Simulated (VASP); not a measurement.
Input of a VASP 6.6.1 run:

File POSCAR:

```
W13C12
1.0
    5.7968000000      0.0000000000      0.0000000000
   -2.8984000000      5.0201760000      0.0000000000
    0.0000000000      0.0000000000     19.0720000000
W C
13 12
Direct
    0.0000000000      0.0000000000      0.0524328859
   -0.0049828405      0.0000398392      0.1977768456
    0.0023868817      0.0079479285      0.3494704279
    0.0000011952      0.5000023904      0.0524328859
   -0.0163463222      0.4973929201      0.2041474413
   -0.0247152928      0.4983889011      0.3512321728
    0.5000000000      0.0000000000      0.0524328859
    0.4971520829      0.0030676215      0.1998846477
    0.4980603655     -0.0024301937      0.3515572567
    0.5000011952      0.5000023904      0.0524328859
    0.4924524669      0.5086076663      0.1991977768
    0.4898420761      0.4955204758      0.3443424916
    0.4718151041      0.4835487839      0.4767984480
    0.3333337317      0.1666674635      0.1265939597
    0.3335095870      0.1721254394      0.2675073406
    0.3349923739      0.1825434009      0.4179110738
    0.3333349269      0.6666698538      0.1265939597
    0.3179638779      0.6545587246      0.2784658138
    0.3391946515      0.6641400620      0.4224937081
    0.8333337317      0.1666674635      0.1265939597
    0.8110656326      0.1652930096      0.2715761326
    0.8368561820      0.1557714311      0.4098206795
    0.8333349269      0.6666698538      0.1265939597
    0.8218064524      0.6839800039      0.2718592701
    0.7909502868      0.6437622904      0.4191222735
```

INCAR.step1

```
SYSTEM = W13C12
PREC = Accurate
ENCUT = 520
ISMEAR = -1
SIGMA = 0.05
LREAL = Auto
LASPH = .True.
NELM = 100
NBANDS = 133
GGA = PE
ALGO = Normal
EDIFF = 1E-4
LWAVE = .True.
LCHARG = .False.
```

The input INCAR.step2:

```
SYSTEM = W13C12
PREC = Accurate
ENCUT = 520
EDIFF = 1E-6
ISMEAR = -1
SIGMA = 0.05
LREAL = Auto
LASPH = .True.
NELM = 100
ALGO = Normal
ISIF = 2
LWAVE = .False.
LCHARG = .True.
METAGGA = R2SCAN
LMIXTAU = .True.
LELF = .True.
LVHAR = .True.
NBANDS = 133
ISTART = 1
```

KPOINTS

```
Automatic mesh
0
Gamma
  2 2 1
  0 0 0
```

Potentials or basis: VASP PAW PBE potentials, release 64 (W_sv, C).

Launch:

```bash
$ cat potpaw_PBE.64/W_sv/POTCAR potpaw_PBE.64/C/POTCAR > POTCAR
$ cp INCAR.step1 INCAR
$ mpirun -np 1 vasp_std > vasp.out
$ cp INCAR.step2 INCAR
$ mpirun -np 1 vasp_std > vasp.out
```

Task: Predict the band gap on the k mesh.

Result: Zero (band 115 reaches 3.49 eV, above the bottom of band 116 at 3.32 eV).

Task: What does it give for the largest force?

Result: 2.516 eV/Å.

Forces on the atoms (eV/Å):
```
W   -0.028  0.012  0.485
W   -0.051  0.659  1.315
W   -0.901 -0.879  0.643
W   -0.111  0.055  1.234
W    1.343  0.934 -1.911
W    2.124 -0.083  0.702
W   -0.091 -0.032  0.728
W   -0.738 -0.900  0.025
W   -0.907  0.006  0.467
W   -0.190  0.074  0.658
W    0.552 -1.012  0.077
W   -0.579  0.315 -0.615
W    0.757  0.598  0.996
C    0.033  0.112 -1.340
C   -0.460 -0.313  1.128
C    0.243 -1.443 -0.387
C   -0.842  0.071 -1.122
C   -0.766  1.148 -1.818
C   -1.053 -0.002 -0.784
C   -0.439  0.344 -1.147
C    1.089  0.277  1.107
C   -0.747  0.166  0.288
C   -0.018 -0.126 -1.151
C    0.777 -1.154  0.125
C    1.005  1.171  0.296
```

Caveat: the k points lie up to 0.63 Å⁻¹ apart; the PAW data sets were made with another functional, which shifts forces and pressure a little; spin-orbit coupling is left out, which moves the levels of the heavy elements.
